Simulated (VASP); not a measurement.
# Al (P6_3/mmc) in VASP: a series of runs, part 2 of 2

VASP 6.6.1. The steps go on from the part before.

## 4. Single point, LDA

This run uses another cell than the first one, of 15.66 Å³/atom.

INCAR reads:

```
SYSTEM = Al
PREC = Accurate
ENCUT = 520
EDIFF = 1E-6
ISMEAR = 0
SIGMA = 0.15
LREAL = .FALSE.
LASPH = .TRUE.
NELM = 80
ALGO = Normal
ISIF = 2
LWAVE = .FALSE.
LCHARG = .FALSE.
NBANDS = 10
```

KPOINTS reads:

```
Automatic mesh
0
G
  18 18 10
  0 0 0
```

POSCAR reads:

```
Al
1.0
    2.7604000000      0.0000000000      0.0000000000
   -1.3802000000      2.3905765246      0.0000000000
    0.0000000000      0.0000000000      4.7448000000
Al
2
Direct
    0.6666666667      0.3333333333      0.7500000000
    0.3333333333      0.6666666667      0.2500000000
```

Potentials or basis: VASP PAW LDA potentials, release 64 (Al).

Run with:

```
$ cat potpaw_LDA.64/Al/POTCAR > POTCAR
$ mpirun -np 1 vasp_std > vasp.out
```

OUTCAR:

```text
SYSTEM = Al
   PREC = Accurate
   ENCUT = 520
   EDIFF = 1E-6
   ISMEAR = 0
   LREAL = .FALSE.
   LASPH = .TRUE.
   NELM = 80
   ISIF = 2

 ion  position               nearest neighbor table
   1  0.667  0.333  0.750-   2 2.86   2 2.86   2 2.86   2 2.86   2 2.86   2 2.86
   2  0.333  0.667  0.250-   1 2.86   1 2.86   1 2.86   1 2.86   1 2.86   1 2.86

  LATTYP: Found a hexagonal cell.
 ALAT       =     2.7604000000
 C/A-ratio  =     1.7188813215

  Lattice vectors:

 A1 = (   2.7604000000,   0.0000000000,   0.0000000000)
 A2 = (  -1.3802000000,   2.3905765246,   0.0000000000)
 A3 = (   0.0000000000,   0.0000000000,   4.7448000000)

Analysis of symmetry for initial positions (statically):
=====================================================================
 Subroutine PRICEL returns:
 Original cell was already a primitive cell.

 Routine SETGRP: Setting up the symmetry group for a
 hexagonal supercell.

 Subroutine GETGRP returns: Found 24 space group operations
 (whereof 12 operations were pure point group operations)
 out of a pool of 24 trial point group operations.

The static configuration has the point symmetry D_3d.
 The point group associated with its full space group is D_6h.

Analysis of symmetry for dynamics (positions and initial velocities):
=====================================================================
 Subroutine PRICEL returns:
 Original cell was already a primitive cell.

 Routine SETGRP: Setting up the symmetry group for a
 hexagonal supercell.

 Subroutine GETGRP returns: Found 24 space group operations
 (whereof 12 operations were pure point group operations)
 out of a pool of 24 trial point group operations.

The dynamic configuration has the point symmetry D_3d.
 The point group associated with its full space group is D_6h.

 Subroutine INISYM returns: Found 24 space group operations
 (whereof 12 operations are pure point group operations),
 and found     1 'primitive' translations

----------------------------------------------------------------------------------------

                                     Primitive cell

  volume of cell :      31.3107
[... 113 lines left out ...]
   LORBIT       =      0    0 simple, 1 ext, 2 COOP (PROOUT), +10 PAW based schemes
   GGA     = CA    functional components
   LHFCALC =     F    Hartree Fock is set to
   AEXX    =    0.0000 exact exchange contribution
   IVDW    =     0    specifies the selected vdW correction
   LEPSILON=     F    determine dielectric tensor
   LRPA    =     F    only Hartree local field effects (RPA)
 non-spin polarized calculation
 Gauss-broadening in eV      SIGMA  =   0.15
  energy-cutoff  :      520.00
  volume of cell :       31.31
 maximum number of plane-waves:       858
 NGX is ok and might be reduce to    24
   NGX = 11   NGY = 11   NGZ = 17

 number of electron       6.0000000 magnetization

 Free energy of the ion-electron system (eV)
  ---------------------------------------------------
  ext. energy  EPLUGINS =         0.00000000
  ---------------------------------------------------
  free energy    TOTEN  =        -8.30894555 eV

  energy without entropy =       -8.30057961  energy(sigma->0) =       -8.30476258

 E-fermi :   8.3362     XC(G=0): -10.5393

 val. band max:        8.3265450288   @ k =   0.3333   0.0000   0.1000
 cond. band min:       8.3525610838   @ k =   0.3889   0.0000   0.1000
 fundamental gap:      0.0260160550
 Fermi energy:         8.3362368923

 k-point     1 :       0.0000    0.0000    0.0000
  band No.  band energies     occupation
      1      -3.1237      2.00000
      2       3.2435      2.00000
      3       3.3227      2.00000
      4      19.8798      0.00000
      5      20.1004      0.00000
      6      20.1004      0.00000
      7      20.2379      0.00000
      8      20.2379      0.00000
      9      21.4735      0.00000
     10      23.5485      0.00000
[... 287 lines left out ...]
 k-point    24 :       0.3889    0.1111    0.0000
  band No.  band energies     occupation
      1       2.1060      2.00000
      2       4.7897      2.00000
      3       8.2487      1.59087
      4       8.3958      0.57465
      5      10.6437      0.00000
      6      11.0417      0.00000
      7      12.4379      0.00000
      8      17.6724      0.00000
      9      17.7701      0.00000
     10      19.6777      0.00000

 [... further k-points ...]
[... 5 lines left out ...]
  --------------------------------------------------------------------------------------
  -------------------------------------------------------------------------------------
  Total        0.4960220      0.4960220      0.0685104      0.0000000      0.0000000      0.0000000
  in kB       25.3815955     25.3815955      3.5056990      0.0000000      0.0000000      0.0000000
  external PRESSURE =      18.0896300 kB  Pullay stress =       0.0000000 kB

 VOLUME and BASIS-vectors are now :
 -----------------------------------------------------------------------------
  energy-cutoff  :      520.00
  volume of cell :       31.31
      direct lattice vectors                 reciprocal lattice vectors
     2.760400000  0.000000000  0.000000000     0.362266338  0.209154568  0.000000000
    -1.380200000  2.390576525  0.000000000     0.000000000  0.418309136  0.000000000
     0.000000000  0.000000000  4.744800000     0.000000000  0.000000000  0.210757039

 POSITION                                       TOTAL-FORCE (eV/Angst)
 -----------------------------------------------------------------------------------
      1.38020      0.79686      3.55860        -0.000000      0.000000      0.000000
     -0.00000      1.59372      1.18620         0.000000     -0.000000      0.000000
 -----------------------------------------------------------------------------------
    total drift:                                0.000000     -0.000000     -0.000000

  FREE ENERGIE OF THE ION-ELECTRON SYSTEM (eV)
  ---------------------------------------------------
  free  energy   TOTEN  =        -8.3089455515 eV

  energy  without entropy=       -8.3005796079  energy(sigma->0) =       -8.30476258
```

stdout:

```text
POSCAR found type information on POSCAR Al
 POSCAR found :  1 types and       2 ions
 scaLAPACK will be used
 LDA part: xc-table for (Slater(with rela. corr.)+CA(PZ))
 , standard interpolation
 POSCAR, INCAR and KPOINTS ok, starting setup
 FFT: planning ... GRIDC
 FFT: planning ... GRID_SOFT
 FFT: planning ... GRID
 WAVECAR not read
 entering main loop
```

It took 47 s on 1 thread of Intel Xeon 8259CL, shared host; peak memory 0.17 GiB.

What came out:

```
Free energy            : -8.3089 eV
Pressure               : 1.8 GPa
Band gap on the k mesh : zero (bands 3 and 4 overlap by 7.00 eV)
```

Stress tensor (GPa, compression positive):
```
2.54 0.00 0.00
0.00 2.54 0.00
0.00 0.00 0.35
```

## 5. The runs side by side

| cell | gap on the mesh (eV) | pressure (GPa) |
| --- | --- | --- |
| a = 2.718, b = 2.718, c = 4.862 Å, angles 90.0, 90.0, 120.0°, 2 atoms | none | 3.0 |
| a = 2.739, b = 2.739, c = 4.803 Å, angles 90.0, 90.0, 120.0°, 2 atoms | none | 2.3 |
| a = 2.760, b = 2.760, c = 4.745 Å, angles 90.0, 90.0, 120.0°, 2 atoms | none | 1.8 |

Alike in all rows: task single point; level LDA; potentials or basis VASP PAW LDA potentials, release 64 (Al); no spin polarisation; k mesh 18 × 18 × 10; cutoff (eV) 520; smearing gaussian 0.15 eV.

Caveats: the cell stands under pressure (at least some runs).

Absolute energies hang on the potentials; compare differences alone.
